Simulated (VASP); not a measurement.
SnO2: single point with LDA

Crystal: SnO2.

```xyz
6
Lattice="4.9308 0.0000 0.0000 0.0000 4.9314 0.0000 0.0000 0.0000 3.3312" Properties=species:S:1:pos:R:3 pbc="T T T"
Sn    2.4654    2.4657    1.6656
Sn    0.0000    0.0000    0.0000
O     1.5088    1.4245    0.0000
O     3.9742    1.0412    1.6656
O     0.9566    3.8902    1.6656
O     3.4220    3.5069    0.0000
```

```yaml
Program: VASP 6.6.1
Task: single point
Functional: LDA
Potentials_or_basis: VASP PAW LDA potentials, release 64 (Sn_d, O)
Cutoff: 520 eV
k_mesh: 6 × 6 × 8, shifted
Occupations: gaussian, width 0.05 eV
Spin: no spin polarisation
Dipole_correction: no
Further_INCAR_settings: ALGO = Normal; EDIFF = 1e-06; NBANDS = 35
```

The pressure is -20.3 GPa, the largest force is 1.158 eV/Å and the band gap on the k mesh is 0.57 eV.

Forces in eV/Å, atoms in the order of the input:
```
Sn   0.000  0.000  0.000
Sn   0.000  0.000  0.000
O    0.748  0.885  0.000
O    0.748 -0.885  0.000
O   -0.748  0.885  0.000
O   -0.748 -0.885  0.000
```

Stress tensor (GPa, compression positive):
```
-18.14   0.00   0.00
  0.00 -19.66   0.00
  0.00   0.00 -23.01
```

Levels at points of the mesh, in eV from the valence-band top:
```csv
k point,band 22,band 23,band 24,band 25,band 26,band 27,band 28,band 29,band 30,band 31
"(0.08, 0.08, 0.06)",-1.37,-1.31,-0.85,-0.60,0.00,0.57,5.05,5.67,5.75,8.61
```

Wall time 110 s on 1 thread of Intel Xeon 8259CL (shared host), peak memory 0.22 GiB.

Caveat: the cell stands under tension; spin-orbit coupling is left out, which moves the levels of the heavy elements; a shifted mesh leaves out Γ, where band edges can lie; forces of over 1 eV/Å act on the atoms, so gaps and moduli don't describe the material at rest. A k mesh can miss the band edges.
